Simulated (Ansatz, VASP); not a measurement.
## RbBr in VASP and in Ansatz

```xyz
2
Lattice="0.0000 3.4275 3.4275 3.4275 0.0000 3.4275 3.4275 3.4275 0.0000" Properties=species:S:1:pos:R:3 pbc="T T T"
Rb   -0.2121   -0.2121    0.0000
Br    3.4275    3.4275    3.4275
```

Alike in both runs: task single point; functional LDA; k mesh 6 × 6 × 6; occupations gaussian, width 0.05 eV; no spin polarisation.

|  | VASP | Ansatz |
| --- | --- | --- |
| version | VASP 6.6.1 | Ansatz 0.2.0 |
| potentials or method | VASP PAW LDA potentials, release 64 (Rb_sv, Br), cutoff 520 eV | scalar-relativistic, plane waves, PAW |
| valence electrons in the cell | 16 | 16 |

```csv
,VASP,Ansatz,Ansatz less VASP
gap on the k mesh at the Fermi level (eV),3.99,3.98,-0.010
least direct gap on the mesh (eV),3.99,3.98,-0.010
pressure (GPa),-0.8,-0.8,-0.05
"traceless stress, the component that is largest in VASP (GPa)",-0.53,-0.52,+0.010
rms of the force components (eV/Å),0.188,0.184,-0.0038
```

LDA's correlation is that of Perdew and Zunger in VASP and of Perdew and Wang (1992) in Ansatz. Atom by atom the forces differ by 0.004 eV/Å (rms over components).
